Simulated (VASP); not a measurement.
Set up this calculation in VASP 6.6.1, as the native input.

```
Task                   : single point
Functional             : PBE
Potentials or basis    : VASP PAW PBE potentials, release 64 (Hf_pv, Ga_d, As)
Cutoff                 : 520 eV
k mesh                 : 12 × 12 × 8
Occupations            : gaussian, width 0.1 eV
Spin                   : no spin polarisation
Dipole correction      : no
Further INCAR settings : ALGO = Fast; EDIFF = 1e-06; NBANDS = 31
```

The structure of HfGa2As2 lies in POSCAR:

```
HfGa2As2
1.0
    4.7194421271      0.0000000000      0.0000000000
   -2.3597210636      4.0871567738      0.0000000000
    0.0000000000      0.0000000000      5.5976562109
Hf Ga As
1 2 2
Direct
    0.6666666667      0.3333333333      0.0000000000
    0.6666666667      0.3333333333      0.5000000000
    0.0000000000      0.0000000000      0.0000000000
    0.3333333333      0.6666666667      0.7483739651
    0.3333333333      0.6666666667      0.2516260349
```

The cell was generated, and may not be a known phase.

The input as run:

INCAR

```
SYSTEM = HfGa2As2
  PREC = Accurate
  ENCUT = 520
  EDIFF = 1E-6
  ISMEAR = 0
  SIGMA = 0.1
  LREAL = .FALSE.
  LASPH = .TRUE.
  NELM = 80
  ALGO = Fast
  ISIF = 2
  LWAVE = .FALSE.
  LCHARG = .TRUE.
  GGA = PE
  LELF = .TRUE.
  LVHAR = .TRUE.
  NBANDS = 31
```

KPOINTS

```
Automatic mesh
0
G
  12 12 8
  0 0 0
```

Potentials or basis: VASP PAW PBE potentials, release 64 (Hf_pv, Ga_d, As).

Run with:

```bash
$ cat potpaw_PBE.64/Hf_pv/POTCAR potpaw_PBE.64/Ga_d/POTCAR potpaw_PBE.64/As/POTCAR > POTCAR
$ mpirun -np 1 vasp_std > vasp.out
```

Results of the run:

```yaml
Pressure: -0.1 GPa
Largest_force: 0.003 eV/Å
Band_gap_on_the_k_mesh: zero (bands 23 and 24 overlap by 1.07 eV)
```

Caveat: spin-orbit coupling is left out, which moves the levels of the heavy elements.

Run time: 4.9 min on 1 thread of AMD EPYC 9R45 96-Core Processor (Zen 5), on a shared host, peak memory 0.42 GiB.
